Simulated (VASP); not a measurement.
# Ni (Fm-3m) in VASP: a series of runs

Runs on Ni. Level: PBE. Tasks: single point.

Program: VASP 6.6.1. These are calculated values, not measurements. Logs are shortened: lines on timing, memory, paths and dates and some standing lists are left out, and cuts for length are marked.

### 1 The cell of the first run

It takes space group Fm-3m (No. 225, cubic). Conventional cell: a = 3.475 Å, b = 3.475 Å, c = 3.475 Å, α = 90.00°, β = 90.00°, γ = 90.00°. Within 3.2 Å of Ni (site symmetry m-3m) lie 12 Ni at 2.46 Å.

### 2 Single point, PBE, collinear spin, ferromagnetic start

The input, INCAR:

```
SYSTEM = Ni
  PREC = Accurate
  ENCUT = 520
  EDIFF = 1E-7
  ISMEAR = 0
  SIGMA = 0.017
  LREAL = .FALSE.
  LASPH = .TRUE.
  NELM = 150
  ALGO = Fast
  ISIF = 2
  LWAVE = .FALSE.
  LCHARG = .FALSE.
  ISPIN = 2
  MAGMOM = 1
  LORBIT = 11
  LMAXMIX = 4
  GGA = PE
  NBANDS = 15
```

The input, KPOINTS:

```
regular mesh
0
G
  13 13 13
  0 0 0
```

The input, POSCAR:

```
Ni
1.0
    0.0000000000      1.7375729330      1.7375729330
    1.7375729330      0.0000000000      1.7375729330
    1.7375729330      1.7375729330      0.0000000000
Ni
1
Direct
    0.0000000000      0.0000000000      0.0000000000
```

Potentials or basis: VASP PAW PBE potentials, release 64 (Ni).

Command:

```
$ cat potpaw_PBE.64/Ni/POTCAR > POTCAR
$ mpirun -np 1 vasp_std > vasp.out
```

OUTCAR:

```text
SYSTEM = Ni
   PREC = Accurate
   ENCUT = 520
   EDIFF = 1E-7
   ISMEAR = 0
   LREAL = .FALSE.
   LASPH = .TRUE.
   NELM = 150
   ISIF = 2
   ISPIN = 2
   LORBIT = 11
   GGA = PE

 ion  position               nearest neighbor table
   1  0.000  0.000  0.000-

  LATTYP: Found a face centered cubic cell.
 ALAT       =     3.4751458660

  Lattice vectors:

 A1 = (   0.0000000000,   1.7375729330,   1.7375729330)
 A2 = (   1.7375729330,   0.0000000000,   1.7375729330)
 A3 = (   1.7375729330,   1.7375729330,   0.0000000000)

Analysis of symmetry for initial positions (statically):
=====================================================================
 Subroutine PRICEL returns:
 Original cell was already a primitive cell.

 Routine SETGRP: Setting up the symmetry group for a
 face centered cubic supercell.

 Subroutine GETGRP returns: Found 48 space group operations
 (whereof 48 operations were pure point group operations)
 out of a pool of 48 trial point group operations.

The static configuration has the point symmetry O_h .

Analysis of symmetry for dynamics (positions and initial velocities):
=====================================================================
 Subroutine PRICEL returns:
 Original cell was already a primitive cell.

 Routine SETGRP: Setting up the symmetry group for a
 face centered cubic supercell.

 Subroutine GETGRP returns: Found 48 space group operations
 (whereof 48 operations were pure point group operations)
 out of a pool of 48 trial point group operations.

The dynamic configuration has the point symmetry O_h .

Analysis of structural, dynamic, and magnetic symmetry:
=====================================================================
 Subroutine PRICEL returns:
 Original cell was already a primitive cell.

 Routine SETGRP: Setting up the symmetry group for a
 face centered cubic supercell.

 Subroutine GETGRP returns: Found 48 space group operations
 (whereof 48 operations were pure point group operations)
 out of a pool of 48 trial point group operations.

The overall configuration has the point symmetry O_h .

 Subroutine INISYM returns: Found 48 space group operations
 (whereof 48 operations are pure point group operations),
 and found     1 'primitive' translations

----------------------------------------------------------------------------------------

                                     Primitive cell

  volume of cell :      10.4920

  direct lattice vectors                    reciprocal lattice vectors
     0.000000000  1.737572933  1.737572933    -0.287757705  0.287757705  0.287757705
     1.737572933  0.000000000  1.737572933     0.287757705 -0.287757705  0.287757705
     1.737572933  1.737572933  0.000000000     0.287757705  0.287757705 -0.287757705

  length of vectors
     2.457299207  2.457299207  2.457299207     0.498410966  0.498410966  0.498410966

  position of ions in fractional coordinates (direct lattice)
     0.000000000  0.000000000  0.000000000

  ion indices of the primitive-cell ions
   primitive index   ion index
                 1           1

----------------------------------------------------------------------------------------

 KPOINTS: regular mesh

Automatic generation of k-mesh.
 Grid dimensions read from file:
 generate k-points for:   13   13   13

 Generating k-lattice:

  Cartesian coordinates                     Fractional coordinates (reciprocal lattice)
    -0.022135208  0.022135208  0.022135208     0.076923077  0.000000000  0.000000000
     0.022135208 -0.022135208  0.022135208     0.000000000  0.076923077  0.000000000
     0.022135208  0.022135208 -0.022135208     0.000000000  0.000000000  0.076923077

  Length of vectors
     0.038339305  0.038339305  0.038339305

  Shift w.r.t. Gamma in fractional coordinates (k-lattice)
     0.000000000  0.000000000  0.000000000

 Subroutine IBZKPT returns following result:
 ===========================================

 Found     84 irreducible k-points:

 Following reciprocal coordinates:
            Coordinates               Weight
  0.000000  0.000000  0.000000      1.000000
  0.076923  0.000000  0.000000      8.000000
  0.153846  0.000000  0.000000      8.000000
  0.230769  0.000000  0.000000      8.000000
  0.307692  0.000000  0.000000      8.000000
  0.384615  0.000000  0.000000      8.000000
[... 16 lines left out ...]
  0.384615  0.153846  0.000000     24.000000
  0.461538  0.153846  0.000000     24.000000
 [... further k-points ...]
   k-points           NKPTS =     84   k-points in BZ     NKDIM =     84   number of bands    NBANDS=     15
   number of dos      NEDOS =    301   number of ions     NIONS =      1
   total plane-waves  NPLWV =   5832
   dimension x,y,z NGX =    18 NGY =   18 NGZ =   18
   dimension x,y,z NGXF=    36 NGYF=   36 NGZF=   36
   ions per type =               1
   NGX,Y,Z   is equivalent  to a cutoff of  12.18, 12.18, 12.18 a.u.
   NGXF,Y,Z  is equivalent  to a cutoff of  24.36, 24.36, 24.36 a.u.
 SYSTEM =  Ni
   PREC   = accura    normal or accurate (medium, high low for compatibility)
   ISTART =      0    job   : 0-new  1-cont  2-samecut
   ICHARG =      2    charge: 1-file 2-atom 10-const
   ISPIN  =      2    spin polarized calculation?
   LNONCOLLINEAR =      F non collinear calculations
   LSORBIT =      F    spin-orbit coupling
   LASPH  =      T    aspherical Exc in radial PAW
   ENCUT  =  520.0 eV  38.22 Ry    6.18 a.u.   4.57  4.57  4.57*2*pi/ulx,y,z
   NELM   =    150;   NELMIN=  2; NELMDL= -5     # of ELM steps
   EDIFF  = 0.1E-06   stopping-criterion for ELM
   LREAL  =      F    real-space projection
   EDIFFG = 0.1E-05   stopping-criterion for IOM
   NSW    =      0    number of steps for IOM
   IBRION =     -1    ionic relax: 0-MD 1-quasi-New 2-CG
   NFREE  =      0    steps in history (QN), initial steepest desc. (CG)
   ISIF   =      2    stress and relaxation
   ISYM   =      2    0-nonsym 1-usesym 2-fastsym
   POTIM  = 0.5000    time-step for ionic-motion
   TEBEG  =    0.0;   TEEND  =   0.0 temperature during run
   PSTRESS=    0.0 pullay stress
   NELECT =      10.0000    total number of electrons
   NUPDOWN=      -1.0000    fix difference up-down
   EMIN   =  10.00;   EMAX   =-10.00  energy-range for DOS
   EFERMI =   0.00;   METHOD = LEGACY
   ISMEAR =     0;   SIGMA  =   0.02  broadening in eV -4-tet -1-fermi 0-gaus
   EFERMI_NEDOS =   21; number of points for ismear=-14 and -15
   IALGO  =     68    algorithm
   IMIX   =      4    mixing-type and parameters
     AMIX     =   0.40;   BMIX     =  1.00
     AMIX_MAG =   1.60;   BMIX_MAG =  1.00
  volume/ion in A,a.u.               =      10.49        70.80
  Fermi-wavevector in a.u.,A,eV,Ry     =   1.611097  3.044533 35.315755  2.595635
  Thomas-Fermi vector in A             =   2.706542
   LORBIT       =     11    0 simple, 1 ext, 2 COOP (PROOUT), +10 PAW based schemes
   GGA     = PE    functional components
   LHFCALC =     F    Hartree Fock is set to
   AEXX    =    0.0000 exact exchange contribution
   IVDW    =     0    specifies the selected vdW correction
   LEPSILON=     F    determine dielectric tensor
   LRPA    =     F    only Hartree local field effects (RPA)
 spin polarized calculation
 RMM-DIIS sequential band-by-band and
 Gauss-broadening in eV      SIGMA  =   0.02
  energy-cutoff  :      520.00
  volume of cell :       10.49
 maximum number of plane-waves:       296
   NGX =  9   NGY =  9   NGZ =  9

 number of electron      10.0000000 magnetization       1.0000000

 number of electron       9.9999998 magnetization       0.6221358

 Free energy of the ion-electron system (eV)
  ---------------------------------------------------
  ext. energy  EPLUGINS =         0.00000000
  ---------------------------------------------------
  free energy    TOTEN  =        -5.46443519 eV

  energy without entropy =       -5.46417603  energy(sigma->0) =       -5.46430561

 E-fermi :   9.9202     XC(G=0): -13.4713

 val. band max:        9.9016944000   @ k =   0.3846   0.3846   0.0000
 cond. band min:       9.9208215373   @ k =   0.3846   0.0769   0.0000
 fundamental gap:      0.0191271372
 Fermi energy:         9.9202497333

 spin component 1

 k-point     1 :       0.0000    0.0000    0.0000
  band No.  band energies     occupation
      1       0.6315      1.00000
      2       7.3685      1.00000
      3       7.3685      1.00000
      4       7.3685      1.00000
      5       8.6155      1.00000
      6       8.6155      1.00000
      7      33.9258      0.00000
      8      38.0786      0.00000
      9      38.0786      0.00000
     10      38.0786      0.00000
     11      41.1395      0.00000
     12      41.1395      0.00000
     13      41.1395      0.00000
     14      44.0169      0.00000
     15      50.7363      0.00000

 k-point     2 :       0.0769    0.0000    0.0000
  band No.  band energies     occupation
      1       0.8689      1.00000
      2       7.3062      1.00000
      3       7.4217      1.00000
      4       7.4217      1.00000
      5       8.5931      1.00000
      6       8.5931      1.00000
      7      33.1020      0.00000
      8      35.8050      0.00000
      9      37.5847      0.00000
     10      37.5847      0.00000
     11      41.8820      0.00000
     12      41.8820      0.00000
     13      42.2286      0.00000
     14      46.1098      0.00000
     15      48.7983      0.00000
[... 365 lines left out ...]
      3       7.3567      1.00000
      4       7.8896      1.00000
      5       9.2222      1.00000
      6       9.5310      1.00000
      7      21.2669      0.00000
      8      30.3566      0.00000
      9      30.6699      0.00000
     10      33.4910      0.00000
     11      43.0652      0.00000
     12      43.7470      0.00000
     13      44.7535      0.00000
     14      49.4488      0.00000
     15      56.5090      0.00000

 k-point    24 :       0.4615    0.1538    0.0000
  band No.  band energies     occupation
      1       5.2220      1.00000
      2       6.9558      1.00000
      3       7.3935      1.00000
      4       7.8007      1.00000
      5       9.3323      1.00000
      6      10.7718      0.00000
      7      18.0531      0.00000
      8      29.0984      0.00000
      9      30.8745      0.00000
     10      33.0361      0.00000
     11      43.1484      0.00000
     12      43.4429      0.00000
     13      46.5478      0.00000
     14      49.8513      0.00000
     15      58.9319      0.00000

 [... further k-points ...]

 spin component 2

 k-point     1 :       0.0000    0.0000    0.0000
  band No.  band energies     occupation
      1       0.6045      1.00000
      2       8.1214      1.00000
      3       8.1214      1.00000
      4       8.1214      1.00000
      5       9.1856      1.00000
      6       9.1856      1.00000
      7      33.7805      0.00000
      8      38.0571      0.00000
      9      38.0571      0.00000
     10      38.0571      0.00000
     11      41.2524      0.00000
     12      41.2524      0.00000
     13      41.2524      0.00000
     14      43.8988      0.00000
     15      50.9537      0.00000

 k-point     2 :       0.0769    0.0000    0.0000
  band No.  band energies     occupation
      1       0.8421      1.00000
      2       8.0509      1.00000
      3       8.1764      1.00000
      4       8.1764      1.00000
      5       9.1622      1.00000
      6       9.1622      1.00000
      7      33.0405      0.00000
      8      35.7675      0.00000
      9      37.6020      0.00000
     10      37.6020      0.00000
     11      41.9478      0.00000
     12      41.9478      0.00000
     13      42.2216      0.00000
     14      46.0618      0.00000
     15      48.9765      0.00000
[... 365 lines left out ...]
      3       7.9546      1.00000
      4       8.5493      1.00000
      5       9.9325      0.15462
      6      10.1471      0.00000
      7      21.4600      0.00000
      8      30.3593      0.00000
      9      30.7540      0.00000
     10      33.5833      0.00000
     11      43.1425      0.00000
     12      43.7163      0.00000
     13      44.7698      0.00000
     14      49.5679      0.00000
     15      56.5724      0.00000

 k-point    24 :       0.4615    0.1538    0.0000
  band No.  band energies     occupation
      1       5.5887      1.00000
      2       7.3704      1.00000
      3       7.9931      1.00000
      4       8.4292      1.00000
      5      10.0777      0.00000
      6      11.2352      0.00000
      7      18.3257      0.00000
      8      29.1311      0.00000
      9      30.9542      0.00000
     10      33.0940      0.00000
     11      43.1317      0.00000
     12      43.4749      0.00000
     13      46.6040      0.00000
     14      50.0531      0.00000
     15      59.0481      0.00000

 [... further k-points ...]
[... 5 lines left out ...]
  --------------------------------------------------------------------------------------
  -------------------------------------------------------------------------------------
  Total        0.5099390      0.5099390      0.5099390     -0.0000000      0.0000000     -0.0000000
  in kB       77.8699059     77.8699059     77.8699059     -0.0000000      0.0000000     -0.0000000
  external PRESSURE =      77.8699059 kB  Pullay stress =       0.0000000 kB

 VOLUME and BASIS-vectors are now :
 -----------------------------------------------------------------------------
  energy-cutoff  :      520.00
  volume of cell :       10.49
      direct lattice vectors                 reciprocal lattice vectors
     0.000000000  1.737572933  1.737572933    -0.287757705  0.287757705  0.287757705
     1.737572933  0.000000000  1.737572933     0.287757705 -0.287757705  0.287757705
     1.737572933  1.737572933  0.000000000     0.287757705  0.287757705 -0.287757705

 POSITION                                       TOTAL-FORCE (eV/Angst)
 -----------------------------------------------------------------------------------
      0.00000      0.00000      0.00000         0.000000      0.000000      0.000000
 -----------------------------------------------------------------------------------
    total drift:                                0.000000     -0.000000     -0.000000

  FREE ENERGIE OF THE ION-ELECTRON SYSTEM (eV)
  ---------------------------------------------------
  free  energy   TOTEN  =        -5.4644351855 eV

  energy  without entropy=       -5.4641760319  energy(sigma->0) =       -5.46430561

 total charge

# of ion       s       p       d       tot
------------------------------------------
    1        0.513   0.531   8.332   9.377

 magnetization (x)

# of ion       s       p       d       tot
------------------------------------------
    1       -0.005  -0.024   0.660   0.630
```

Wall time 47 s (1 thread of Intel Xeon 8259CL, shared host); peak memory 0.13 GiB.

What came out:

* Free energy: -5.4644 eV
* Pressure: 7.8 GPa
* Net moment: 0.62 μB per cell
* Site moments: Ni +0.63 μB
* Valence electrons inside the program's atomic spheres: Ni 9.38

Levels at points of the mesh, in eV from the Fermi level:
Spin up:
```tsv
k point	band 2	band 3	band 4	band 5	band 6	band 7	band 8	band 9
(0.00, 0.00, 0.00)	-2.55	-2.55	-2.55	-1.30	-1.30	24.01	28.16	28.16
```
Spin down:
```csv
k point,band 3,band 4,band 5,band 6,band 7,band 8
"(0.00, 0.00, 0.00)",-1.80,-1.80,-0.73,-0.73,23.86,28.14
```

(Part 1 of 2 ends here.)
